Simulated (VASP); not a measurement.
Crystal: AlGaN.

```
Al Ga N
1.0
     4.16369    0.00000    0.00000
     0.00000    4.16369    0.00000
     0.00000    0.00000    5.03072
Al Ga N
2 2 2
Direct
  0.50000 0.00000 0.00000
  0.00000 0.50000 0.50000
  0.50000 0.50000 0.00000
  0.50000 0.50000 0.50000
  0.00000 0.50000 0.00000
  0.50000 0.00000 0.50000
```

- Program: VASP 6.6.1
- Task: relaxation of cell and atoms
- Functional: PBE
- Potentials or basis: VASP PAW PBE potentials, release 64 (Al, Ga_d, N)
- Cutoff: 600 eV
- k mesh: 4 × 4 × 4
- Occupations: gaussian, width 0.1 eV
- Spin: no spin polarisation

At the start: pressure 25.0 GPa; volume 14.54 Å³/atom.

Where does the relaxation end?

Over 13 steps the energy falls by 542.2 meV/atom and the volume is 18.62 Å³/atom (+28.1 %); space group P4_2/mmc (No. 131, to 0.05 Å).

Step by step:
| step | energy change (eV) | largest force (eV/Å) | pressure (GPa) | volume (Å³) |
| --- | --- | --- | --- | --- |
| 1 | 0.0000 | 0.0000 | 25.01 | 87.21 |
| 2 | -2.2275 | 0.0000 | -7.28 | 118.06 |
| 3 | -2.3010 | 0.0000 | -3.93 | 110.73 |
| 4 | -2.3029 | 0.0000 | -4.48 | 111.73 |
| 5 | -2.8331 | 0.0000 | -2.22 | 106.68 |
| 6 | -3.0595 | 0.0000 | 1.27 | 102.68 |
| 7 | -2.1724 | 0.0000 | 21.38 | 94.10 |
| 8 | -3.0755 | 0.0000 | 2.12 | 101.97 |
| 9 | -3.0829 | 0.0000 | 3.71 | 100.86 |
| 10 | -3.2080 | 0.0000 | 2.39 | 105.34 |
| 11 | -3.2324 | 0.0000 | 2.20 | 109.34 |
| 12 | -3.2031 | 0.0000 | -3.11 | 115.68 |
| 13 | -3.2530 | 0.0000 | -0.06 | 111.74 |

Final structure:
```xyz
6
Lattice="5.1856 0.0000 0.0000 0.0000 5.1856 0.0000 0.0000 0.0000 4.1555" Properties=species:S:1:pos:R:3 pbc="T T T"
Al    2.5928    0.0000    0.0000
Al    0.0000    2.5928    2.0777
Ga    2.5928    2.5928    0.0000
Ga    2.5928    2.5928    2.0777
N     0.0000    2.5928    0.0000
N     2.5928    0.0000    2.0777
```

Caveat: the k points lie up to 0.38 Å⁻¹ apart in the final cell; the volume moved by over 15 % at a fixed basis, so the end points are rough.
